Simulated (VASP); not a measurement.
TiZn3, 4 atoms in the cell. The structure is cubic, space group Pm-3m (No. 221). The conventional cell has a = 3.932 Å, b = 3.932 Å, c = 3.932 Å, α = 90.00°, β = 90.00°, γ = 90.00°. Within 3.7 Å of Ti (site symmetry m-3m) lie 12 Zn at 2.78 Å. Within 3.7 Å of Zn (site symmetry 4/mmm) lie 4 Ti at 2.78 Å and 8 Zn at 2.78 Å. 

| Item | Value |
| --- | --- |
| Program | VASP 6.6.1 |
| Task | electric field gradients |
| Functional | LDA |
| Potentials or basis | VASP PAW LDA potentials, release 64 (Ti_sv, Zn) |
| Cutoff | 520 eV |
| k mesh | 9 × 9 × 9 |
| Occupations | fermi-dirac, width 0.05 eV |
| Spin | no spin polarisation |
| Dipole correction | no |
| Further INCAR settings | ALGO = Normal; EDIFF = 1e-08; NBANDS = 32 |

Potentials or basis: VASP PAW LDA potentials, release 64 (Ti_sv, Zn).

The run is started by

```sh
$ cat potpaw_LDA.64/Ti_sv/POTCAR potpaw_LDA.64/Zn/POTCAR > POTCAR
$ mpirun -np 1 vasp_std > vasp.out
```

Hardware: 1 thread of Intel(R) Xeon(R) Platinum 8259CL CPU @ 2.50GHz (Skylake/Cascade Lake), on a shared host.

How long does it take, and how much memory?

It took 71 s on 1 thread of Intel(R) Xeon(R) Platinum 8259CL CPU @ 2.50GHz (Skylake/Cascade Lake), on a shared host, peak memory 0.18 GiB. Counts: scf iterations 16, k points 35.
